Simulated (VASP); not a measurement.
# CdS (I4/mmm) in VASP: single point with LDA

Aim: the single point of CdS with LDA.

Everything below comes from runs of VASP 6.6.1. Logs are shortened: lines on timing, memory, paths and dates and some standing lists are left out, and cuts for length are marked.

## Step 1: The cell of the first run

It takes space group I4/mmm (No. 139, tetragonal). The conventional cell has a = 4.010 Å, b = 4.010 Å, c = 5.341 Å, α = 90.00°, β = 90.00°, γ = 90.00°. Cd (site symmetry 4/mmm) has 6 S at 2.67 to 2.84 Å within 3.5 Å. Within 3.5 Å of S (site symmetry 4/mmm) lie 6 Cd at 2.67 to 2.84 Å.

## Step 2: Single point, LDA (strain +0.030 along x and y, -0.030 along z)

File INCAR:

```
SYSTEM = CdS
PREC = Accurate
ENCUT = 520
EDIFF = 1E-7
ISMEAR = 0
SIGMA = 0.15
LREAL = .FALSE.
LASPH = .TRUE.
NELM = 80
ALGO = Normal
ISIF = 2
LWAVE = .FALSE.
LCHARG = .FALSE.
GGA = CA
NBANDS = 16
```

File KPOINTS:

```
regular mesh
0
G
  16 16 16
  0 0 0
```

File POSCAR:

```
CdS
1.0
    0.0000000000      2.8358413200      2.6706466800
    2.8358413200      0.0000000000      2.6706466800
    2.8358413200      2.8358413200      0.0000000000
Cd S
1 1
Direct
    0.0000000000      0.0000000000      0.0000000000
    0.5000000000      0.5000000000      0.5000000000
```

Potentials or basis: VASP PAW LDA potentials, release 64 (Cd, S).

The run is started by

```
$ cat potpaw_LDA.64/Cd/POTCAR potpaw_LDA.64/S/POTCAR > POTCAR
$ mpirun -np 1 vasp_std > vasp.out
```

OUTCAR:

```text
SYSTEM = CdS
   PREC = Accurate
   ENCUT = 520
   EDIFF = 1E-7
   ISMEAR = 0
   LREAL = .FALSE.
   LASPH = .TRUE.
   NELM = 80
   ISIF = 2
   GGA = CA

 ion  position               nearest neighbor table
   1  0.000  0.000  0.000-   2 2.67   2 2.67   2 2.84   2 2.84   2 2.84   2 2.84
   2  0.500  0.500  0.500-   1 2.67   1 2.67   1 2.84   1 2.84   1 2.84   1 2.84

  LATTYP: Found a body centered tetragonal cell.
 ALAT       =     4.0104852555
 C/A-ratio  =     1.3318321898

  Lattice vectors:

 A1 = (   0.0000000000,  -2.8358413200,  -2.6706466800)
 A2 = (   0.0000000000,   2.8358413200,  -2.6706466800)
 A3 = (   2.8358413200,   0.0000000000,   2.6706466800)

Analysis of symmetry for initial positions (statically):
=====================================================================
 Subroutine PRICEL returns:
 Original cell was already a primitive cell.

 Routine SETGRP: Setting up the symmetry group for a
 body centered tetragonal supercell.

 Subroutine GETGRP returns: Found 16 space group operations
 (whereof 16 operations were pure point group operations)
 out of a pool of 16 trial point group operations.

The static configuration has the point symmetry D_4h.

Analysis of symmetry for dynamics (positions and initial velocities):
=====================================================================
 Subroutine PRICEL returns:
 Original cell was already a primitive cell.

 Routine SETGRP: Setting up the symmetry group for a
 body centered tetragonal supercell.

 Subroutine GETGRP returns: Found 16 space group operations
 (whereof 16 operations were pure point group operations)
 out of a pool of 16 trial point group operations.

The dynamic configuration has the point symmetry D_4h.

 Subroutine INISYM returns: Found 16 space group operations
 (whereof 16 operations are pure point group operations),
 and found     1 'primitive' translations

----------------------------------------------------------------------------------------

                                     Primitive cell

  volume of cell :      42.9547

  direct lattice vectors                    reciprocal lattice vectors
     0.000000000  2.835841320  2.670646680    -0.176314520  0.176314520  0.187220572
     2.835841320  0.000000000  2.670646680     0.176314520 -0.176314520  0.187220572
     2.835841320  2.835841320  0.000000000     0.176314520  0.176314520 -0.187220572

  length of vectors
[... 82 lines left out ...]
   EDIFF  = 0.1E-06   stopping-criterion for ELM
   LREAL  =      F    real-space projection
   EDIFFG = 0.1E-05   stopping-criterion for IOM
   NSW    =      0    number of steps for IOM
   IBRION =     -1    ionic relax: 0-MD 1-quasi-New 2-CG
   NFREE  =      0    steps in history (QN), initial steepest desc. (CG)
   ISIF   =      2    stress and relaxation
   ISYM   =      2    0-nonsym 1-usesym 2-fastsym
   POTIM  = 0.5000    time-step for ionic-motion
   TEBEG  =    0.0;   TEEND  =   0.0 temperature during run
   PSTRESS=    0.0 pullay stress
   NELECT =      18.0000    total number of electrons
   NUPDOWN=      -1.0000    fix difference up-down
   EMIN   =  10.00;   EMAX   =-10.00  energy-range for DOS
   EFERMI =   0.00;   METHOD = LEGACY
   ISMEAR =     0;   SIGMA  =   0.15  broadening in eV -4-tet -1-fermi 0-gaus
   EFERMI_NEDOS =   21; number of points for ismear=-14 and -15
   IALGO  =     38    algorithm
   IMIX   =      4    mixing-type and parameters
     AMIX     =   0.40;   BMIX     =  1.00
     AMIX_MAG =   1.60;   BMIX_MAG =  1.00
  volume/ion in A,a.u.               =      21.48       144.94
  Fermi-wavevector in a.u.,A,eV,Ry     =   1.225074  2.315054 20.419701  1.500806
  Thomas-Fermi vector in A             =   2.360125
   LORBIT       =      0    0 simple, 1 ext, 2 COOP (PROOUT), +10 PAW based schemes
   GGA     = CA    functional components
   LHFCALC =     F    Hartree Fock is set to
   AEXX    =    0.0000 exact exchange contribution
   IVDW    =     0    specifies the selected vdW correction
   LEPSILON=     F    determine dielectric tensor
   LRPA    =     F    only Hartree local field effects (RPA)
 non-spin polarized calculation
 Gauss-broadening in eV      SIGMA  =   0.15
  energy-cutoff  :      520.00
  volume of cell :       42.95
 maximum number of plane-waves:      1186
 NGX is ok and might be reduce to    30
   NGX = 15   NGY = 15   NGZ = 15

 number of electron      17.9999999 magnetization

 Free energy of the ion-electron system (eV)
  ---------------------------------------------------
  ext. energy  EPLUGINS =         0.00000000
  ---------------------------------------------------
  free energy    TOTEN  =        -7.12590144 eV

  energy without entropy =       -7.12429156  energy(sigma->0) =       -7.12509650

 E-fermi :   2.4749     XC(G=0): -10.5187

 val. band max:        2.4192536290   @ k =   0.4375   0.4375   0.0000
 cond. band min:       2.5399548490   @ k =  -0.4375   0.5000   0.0625
 fundamental gap:      0.1207012201
 Fermi energy:         2.4749412010

 k-point     1 :       0.0000    0.0000    0.0000
  band No.  band energies     occupation
      1     -10.2100      2.00000
      2      -5.3052      2.00000
      3      -5.3052      2.00000
      4      -5.2870      2.00000
      5      -5.2753      2.00000
      6      -5.2297      2.00000
[... 433 lines left out ...]
      3      -5.3021      2.00000
      4      -5.2942      2.00000
      5      -5.2939      2.00000
      6      -5.2159      2.00000
[... 8 lines left out ...]
     15      12.7079      0.00000
     16      14.0537      0.00000

 [... further k-points ...]

------------------------ aborting loop because EDIFF is reached ----------------------------------------

  FORCE on cell =-STRESS in cart. coord.  units (eV):
  Direction    XX          YY          ZZ          XY          YZ          ZX
  --------------------------------------------------------------------------------------
  -------------------------------------------------------------------------------------
  Total       -2.2686790     -2.2686790     -1.5118378      0.0000000      0.0000000      0.0000000
  in kB      -84.6200652    -84.6200652    -56.3904428      0.0000000      0.0000000      0.0000000
  external PRESSURE =     -75.2101910 kB  Pullay stress =       0.0000000 kB

 VOLUME and BASIS-vectors are now :
 -----------------------------------------------------------------------------
  energy-cutoff  :      520.00
  volume of cell :       42.95
      direct lattice vectors                 reciprocal lattice vectors
     0.000000000  2.835841320  2.670646680    -0.176314520  0.176314520  0.187220572
     2.835841320  0.000000000  2.670646680     0.176314520 -0.176314520  0.187220572
     2.835841320  2.835841320  0.000000000     0.176314520  0.176314520 -0.187220572

 POSITION                                       TOTAL-FORCE (eV/Angst)
 -----------------------------------------------------------------------------------
      0.00000      0.00000      0.00000         0.000000     -0.000000      0.000000
      2.83584      2.83584      2.67065        -0.000000      0.000000      0.000000
 -----------------------------------------------------------------------------------
    total drift:                               -0.000000      0.000000      0.000000

  FREE ENERGIE OF THE ION-ELECTRON SYSTEM (eV)
  ---------------------------------------------------
  free  energy   TOTEN  =        -7.1259014411 eV

  energy  without entropy=       -7.1242915569  energy(sigma->0) =       -7.12509650
```

stdout:

```text
POSCAR found type information on POSCAR CdS
 POSCAR found :  2 types and       2 ions
 scaLAPACK will be used
 LDA part: xc-table for (Slater(with rela. corr.)+CA(PZ))
 , standard interpolation
 POSCAR, INCAR and KPOINTS ok, starting setup
 FFT: planning ... GRIDC
 FFT: planning ... GRID_SOFT
 FFT: planning ... GRID
 WAVECAR not read
 entering main loop
```

It took 3.8 min on 1 thread of AMD EPYC 7R13 (Zen 3), shared host; peak memory 0.3 GiB.

Results:

- Free energy: -7.1259 eV
- Pressure: -7.5 GPa
- Band gap on the k mesh: zero (bands 9 and 10 overlap by 0.25 eV)

Caveat: the cell differs from its parent crystal (strain +0.030 along x and y, -0.030 along z); the cell stands under tension; semilocal functionals underestimate gaps, and a narrow one can read as zero.

The gap in the log of VASP goes by the Fermi energy; the results here count the filled bands.